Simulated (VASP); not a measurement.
# HgTe (zincblende type) (F-43m) in VASP: relaxation of cell and atoms with PBEsol

Aim: the relaxation of cell and atoms of HgTe (zincblende type) with PBEsol.

Program: VASP 6.6.1. These are calculated values, not measurements. Logs are shortened: lines on timing, memory, paths and dates and some standing lists are left out, and cuts for length are marked.

### 1 The cell of the first run

Symmetry: F-43m, No. 216, cubic system. Conventional cell: a = 6.214 Å, b = 6.214 Å, c = 6.214 Å, α = 90.00°, β = 90.00°, γ = 90.00°. Hg (site symmetry -43m) has 4 Te at 2.69 Å within 3.5 Å. Te (site symmetry -43m) has 4 Hg at 2.69 Å within 3.5 Å.

### 2 Relaxation of cell and atoms, PBEsol

The input, INCAR:

```
SYSTEM = HgTe
  PREC = Accurate
  ENCUT = 600
  EDIFF = 1E-6
  ISMEAR = -1
  SIGMA = 0.05
  LREAL = .False.
  LASPH = .True.
  NELM = 60
  ALGO = Normal
  ISIF = 3
  LWAVE = .False.
  LCHARG = .False.
  GGA = PS
  IBRION = 2
  NSW = 60
  EDIFFG = -0.005
```

The input, KPOINTS:

```
regular mesh
0
Gamma
  12 12 12
  0 0 0
```

The input, POSCAR:

```
HgTe
1.0
    0.0000000000      3.1072325060      3.1072325060
    3.1072325060      0.0000000000      3.1072325060
    3.1072325060      3.1072325060      0.0000000000
Hg Te
1 1
Direct
    0.0000000000      0.0000000000      0.0000000000
    0.2500000000      0.2500000000      0.2500000000
```

Potentials or basis: VASP PAW PBE potentials, release 64 (Hg, Te).

On the command line:

```console
> cat potpaw_PBE.64/Hg/POTCAR potpaw_PBE.64/Te/POTCAR > POTCAR
> mpirun -np 1 vasp_std > vasp.out
```

OUTCAR:

```text
SYSTEM = HgTe
   PREC = Accurate
   ENCUT = 600
   EDIFF = 1E-6
   ISMEAR = -1
   LREAL = .False.
   LASPH = .True.
   NELM = 60
   ISIF = 3
   GGA = PS
   IBRION = 2
   NSW = 60
   EDIFFG = -0.005

 ion  position               nearest neighbor table
   1  0.000  0.000  0.000-   2 2.69   2 2.69   2 2.69   2 2.69
   2  0.250  0.250  0.250-   1 2.69   1 2.69   1 2.69   1 2.69

  LATTYP: Found a face centered cubic cell.
 ALAT       =     6.2144650120

  Lattice vectors:

 A1 = (   0.0000000000,   3.1072325060,   3.1072325060)
 A2 = (   3.1072325060,   0.0000000000,   3.1072325060)
 A3 = (   3.1072325060,   3.1072325060,   0.0000000000)

Analysis of symmetry for initial positions (statically):
=====================================================================
 Subroutine PRICEL returns:
 Original cell was already a primitive cell.

 Routine SETGRP: Setting up the symmetry group for a
 face centered cubic supercell.

 Subroutine GETGRP returns: Found 24 space group operations
 (whereof 24 operations were pure point group operations)
 out of a pool of 48 trial point group operations.

The static configuration has the point symmetry T_d .

Analysis of symmetry for dynamics (positions and initial velocities):
=====================================================================
 Subroutine PRICEL returns:
 Original cell was already a primitive cell.

 Routine SETGRP: Setting up the symmetry group for a
 face centered cubic supercell.

 Subroutine GETGRP returns: Found 24 space group operations
 (whereof 24 operations were pure point group operations)
 out of a pool of 48 trial point group operations.

The dynamic configuration has the point symmetry T_d .

 Subroutine INISYM returns: Found 24 space group operations
 (whereof 24 operations are pure point group operations),
 and found     1 'primitive' translations

----------------------------------------------------------------------------------------

                                     Primitive cell

  volume of cell :      60.0000

  direct lattice vectors                    reciprocal lattice vectors
     0.000000000  3.107232506  3.107232506    -0.160914897  0.160914897  0.160914897
     3.107232506  0.000000000  3.107232506     0.160914897 -0.160914897  0.160914897
     3.107232506  3.107232506  0.000000000     0.160914897  0.160914897 -0.160914897

  length of vectors
     4.394290351  4.394290351  4.394290351     0.278712778  0.278712778  0.278712778

  position of ions in fractional coordinates (direct lattice)
     0.000000000  0.000000000  0.000000000
     0.250000000  0.250000000  0.250000000

  ion indices of the primitive-cell ions
   primitive index   ion index
                 1           1
                 2           2

----------------------------------------------------------------------------------------

 KPOINTS: regular mesh

Automatic generation of k-mesh.
 Grid dimensions read from file:
 generate k-points for:   12   12   12

 Generating k-lattice:

  Cartesian coordinates                     Fractional coordinates (reciprocal lattice)
    -0.013409575  0.013409575  0.013409575     0.083333333  0.000000000  0.000000000
     0.013409575 -0.013409575  0.013409575     0.000000000  0.083333333  0.000000000
     0.013409575  0.013409575 -0.013409575     0.000000000  0.000000000  0.083333333

  Length of vectors
     0.023226065  0.023226065  0.023226065

  Shift w.r.t. Gamma in fractional coordinates (k-lattice)
     0.000000000  0.000000000  0.000000000

 Subroutine IBZKPT returns following result:
 ===========================================

 Found     72 irreducible k-points:

 Following reciprocal coordinates:
            Coordinates               Weight
  0.000000  0.000000  0.000000      1.000000
  0.083333  0.000000  0.000000      8.000000
  0.166667  0.000000  0.000000      8.000000
  0.250000  0.000000  0.000000      8.000000
  0.333333  0.000000  0.000000      8.000000
  0.416667  0.000000  0.000000      8.000000
[... 16 lines left out ...]
  0.500000  0.166667  0.000000     24.000000
 -0.416667  0.166667  0.000000     24.000000
 [... further k-points ...]
   k-points           NKPTS =     72   k-points in BZ     NKDIM =     72   number of bands    NBANDS=     13
   number of dos      NEDOS =    301   number of ions     NIONS =      2
   total plane-waves  NPLWV =  46656
   dimension x,y,z NGX =    36 NGY =   36 NGZ =   36
   dimension x,y,z NGXF=    72 NGYF=   72 NGZF=   72
   ions per type =               1   1
   NGX,Y,Z   is equivalent  to a cutoff of  13.62, 13.62, 13.62 a.u.
   NGXF,Y,Z  is equivalent  to a cutoff of  27.24, 27.24, 27.24 a.u.
 SYSTEM =  HgTe
   PREC   = accura    normal or accurate (medium, high low for compatibility)
   ISTART =      0    job   : 0-new  1-cont  2-samecut
   ICHARG =      2    charge: 1-file 2-atom 10-const
   ISPIN  =      1    spin polarized calculation?
   LNONCOLLINEAR =      F non collinear calculations
   LSORBIT =      F    spin-orbit coupling
   LASPH  =      T    aspherical Exc in radial PAW
   ENCUT  =  600.0 eV  44.10 Ry    6.64 a.u.   8.78  8.78  8.78*2*pi/ulx,y,z
   NELM   =     60;   NELMIN=  2; NELMDL= -5     # of ELM steps
   EDIFF  = 0.1E-05   stopping-criterion for ELM
   LREAL  =      F    real-space projection
   EDIFFG = -.5E-02   stopping-criterion for IOM
   NSW    =     60    number of steps for IOM
   IBRION =      2    ionic relax: 0-MD 1-quasi-New 2-CG
   NFREE  =      1    steps in history (QN), initial steepest desc. (CG)
   ISIF   =      3    stress and relaxation
   ISYM   =      2    0-nonsym 1-usesym 2-fastsym
   POTIM  = 0.5000    time-step for ionic-motion
   TEBEG  =    0.0;   TEEND  =   0.0 temperature during run
   PSTRESS=    0.0 pullay stress
   NELECT =      18.0000    total number of electrons
   NUPDOWN=      -1.0000    fix difference up-down
   EMIN   =  10.00;   EMAX   =-10.00  energy-range for DOS
   EFERMI =   0.00;   METHOD = LEGACY
   ISMEAR =    -1;   SIGMA  =   0.05  broadening in eV -4-tet -1-fermi 0-gaus
   EFERMI_NEDOS =   21; number of points for ismear=-14 and -15
   IALGO  =     38    algorithm
   IMIX   =      4    mixing-type and parameters
     AMIX     =   0.40;   BMIX     =  1.00
     AMIX_MAG =   1.60;   BMIX_MAG =  1.00
  volume/ion in A,a.u.               =      30.00       202.45
  Fermi-wavevector in a.u.,A,eV,Ry     =   1.095928  2.071003 16.341381  1.201058
  Thomas-Fermi vector in A             =   2.232260
   LORBIT       =      0    0 simple, 1 ext, 2 COOP (PROOUT), +10 PAW based schemes
   GGA     = PS    functional components
   LHFCALC =     F    Hartree Fock is set to
   AEXX    =    0.0000 exact exchange contribution
   IVDW    =     0    specifies the selected vdW correction
   LEPSILON=     F    determine dielectric tensor
   LRPA    =     F    only Hartree local field effects (RPA)
 conjugate gradient relaxation of ions
 non-spin polarized calculation
  energy-cutoff  :      600.00
  volume of cell :       60.00
 maximum number of plane-waves:      2044
   NGX = 17   NGY = 17   NGZ = 17

--------------------------------------- Ionic step        1  -------------------------------------------

 number of electron      18.0000002 magnetization

 Free energy of the ion-electron system (eV)
  ---------------------------------------------------
  ext. energy  EPLUGINS =         0.00000000
  ---------------------------------------------------
  free energy    TOTEN  =        -4.16299528 eV

  energy without entropy =       -4.16276824  energy(sigma->0) =       -4.16288176

------------------------ aborting loop because EDIFF is reached ----------------------------------------

  FORCE on cell =-STRESS in cart. coord.  units (eV):
  Direction    XX          YY          ZZ          XY          YZ          ZX
  --------------------------------------------------------------------------------------
  -------------------------------------------------------------------------------------
  Total        3.2315490      3.2315490      3.2315490      0.0000000     -0.0000000      0.0000000
  in kB       86.2919083     86.2919083     86.2919083      0.0000000     -0.0000000      0.0000000
  external PRESSURE =      86.2919083 kB  Pullay stress =       0.0000000 kB

 VOLUME and BASIS-vectors are now :
 -----------------------------------------------------------------------------
  energy-cutoff  :      600.00
  volume of cell :       60.00
      direct lattice vectors                 reciprocal lattice vectors
     0.000000000  3.107232506  3.107232506    -0.160914897  0.160914897  0.160914897
     3.107232506  0.000000000  3.107232506     0.160914897 -0.160914897  0.160914897
     3.107232506  3.107232506  0.000000000     0.160914897  0.160914897 -0.160914897
[... 37 lines left out ...]
 POSITION                                       TOTAL-FORCE (eV/Angst)
 -----------------------------------------------------------------------------------
      0.00000      3.34944      3.34944        -0.000000     -0.000000     -0.000000
      1.67472      1.67472      1.67472         0.000000      0.000000      0.000000
 -----------------------------------------------------------------------------------
    total drift:                               -0.000000     -0.000000     -0.000000

  FREE ENERGIE OF THE ION-ELECTRON SYSTEM (eV)
  ---------------------------------------------------
  free  energy   TOTEN  =        -4.3180252543 eV

  energy  without entropy=       -4.3176902940  energy(sigma->0) =       -4.31785777

--------------------------------------- Ionic step        3  -------------------------------------------

 number of electron      18.0000002 magnetization

 Free energy of the ion-electron system (eV)
  ---------------------------------------------------
  ext. energy  EPLUGINS =         0.00000000
  ---------------------------------------------------
  free energy    TOTEN  =        -4.37605455 eV

  energy without entropy =       -4.37578703  energy(sigma->0) =       -4.37592079

 E-fermi :   2.8092     XC(G=0):  -8.8312

 val. band max:        2.7084107987   @ k =   0.0000   0.0000   0.0000
 cond. band min:       3.0961470602   @ k =   0.0833   0.0000   0.0000
 fundamental gap:      0.3877362615
 Fermi energy:         2.8092443299

 k-point     1 :       0.0000    0.0000    0.0000
  band No.  band energies     occupation
      1      -9.1498      2.00000
      2      -4.5025      2.00000
      3      -4.5025      2.00000
      4      -4.5025      2.00000
      5      -3.9947      2.00000
      6      -3.9947      2.00000
      7       1.8492      2.00000
      8       2.7084      1.76507
      9       2.7084      1.76507
     10       2.7084      1.76507
     11       6.9310      0.00000
     12       6.9310      0.00000
     13       6.9310      0.00000

 k-point     2 :       0.0833    0.0000    0.0000
  band No.  band energies     occupation
      1      -9.1162      2.00000
      2      -4.4931      2.00000
      3      -4.4931      2.00000
      4      -4.4911      2.00000
      5      -3.9958      2.00000
      6      -3.9958      2.00000
      7       1.2720      2.00000
      8       2.6296      1.94648
      9       2.6296      1.94648
     10       3.0961      0.00642
     11       6.8236      0.00000
[... 339 lines left out ...]
 k-point    24 :      -0.4167    0.1667    0.0000
  band No.  band energies     occupation
      1      -8.5454      2.00000
      2      -4.3625      2.00000
      3      -4.3401      2.00000
      4      -4.0110      2.00000
      5      -3.9843      2.00000
      6      -3.6902      2.00000
      7      -2.5411      2.00000
      8       0.6151      2.00000
      9       1.5233      2.00000
     10       4.4507      0.00000
     11       7.2288      0.00000
     12       8.2665      0.00000
     13       9.2912      0.00000

 [... further k-points ...]

------------------------ aborting loop because EDIFF is reached ----------------------------------------

  FORCE on cell =-STRESS in cart. coord.  units (eV):
  Direction    XX          YY          ZZ          XY          YZ          ZX
  --------------------------------------------------------------------------------------
  -------------------------------------------------------------------------------------
  Total        0.0056957      0.0056957      0.0056957      0.0000000      0.0000000     -0.0000000
  in kB        0.1320388      0.1320388      0.1320388      0.0000000      0.0000000     -0.0000000
  external PRESSURE =       0.1320388 kB  Pullay stress =       0.0000000 kB

 VOLUME and BASIS-vectors are now :
 -----------------------------------------------------------------------------
  energy-cutoff  :      600.00
  volume of cell :       69.11
      direct lattice vectors                 reciprocal lattice vectors
     0.000000000  3.257184122  3.257184122    -0.153506827  0.153506827  0.153506827
     3.257184122 -0.000000000  3.257184122     0.153506827 -0.153506827  0.153506827
     3.257184122  3.257184122  0.000000000     0.153506827  0.153506827 -0.153506827

 POSITION                                       TOTAL-FORCE (eV/Angst)
 -----------------------------------------------------------------------------------
      0.00000      0.00000      0.00000        -0.000000     -0.000000     -0.000000
      1.62859      1.62859      1.62859         0.000000      0.000000      0.000000
 -----------------------------------------------------------------------------------
    total drift:                               -0.000000     -0.000000     -0.000000

  FREE ENERGIE OF THE ION-ELECTRON SYSTEM (eV)
  ---------------------------------------------------
  free  energy   TOTEN  =        -4.3760545540 eV

  energy  without entropy=       -4.3757870284  energy(sigma->0) =       -4.37592079

 reached required accuracy - stopping structural energy minimisation
```

Wall time 2.8 min (1 thread of Intel Xeon 8259CL, shared host); peak memory 0.27 GiB.

Results:

```yaml
Free_energy: -4.3761 eV
Relaxed_volume: 34.56 Å³/atom
Relaxed_cell: a = 4.606 Å, b = 4.606 Å, c = 4.606 Å, α = 60.00°, β = 60.00°, γ = 60.00°
Space_group_after_relaxing_to_0.1_Å: F-43m (No. 216)
Energy_gained_by_relaxing: 106.5 meV/atom
Ionic_steps: 3
Pressure_after_relaxing: 0.0 GPa
Band_gap_on_the_k_mesh: zero (filled and empty bands touch)
```

The path:
```
step  energy change (eV)  largest force (eV/Å)  pressure (GPa)  volume (Å³)
   1              0.0000                0.0000            8.63        60.00
   2             -0.1550                0.0000           -2.83        75.15
   3             -0.2131                0.0000            0.01        69.11
```

Final structure:
```cif
data_structure
_symmetry_space_group_name_H-M 'P 1'
_symmetry_Int_Tables_number 1
_cell_length_a 4.6064
_cell_length_b 4.6064
_cell_length_c 4.6064
_cell_angle_alpha 60.000
_cell_angle_beta 60.000
_cell_angle_gamma 60.000
_cell_volume 69.11
loop_
_atom_site_label
_atom_site_type_symbol
_atom_site_fract_x
_atom_site_fract_y
_atom_site_fract_z
_atom_site_occupancy
Hg1 Hg 0.00000 0.00000 0.00000 1
Te1 Te 0.25000 0.25000 0.25000 1
```

Caveat: the volume moved by over 15 % at a fixed basis, so the end points are rough; semilocal functionals underestimate gaps, so a narrow gap can read as zero; the PAW data sets were made with another functional, which shifts forces and pressure a little; spin-orbit coupling is left out, which moves the levels of the heavy elements.
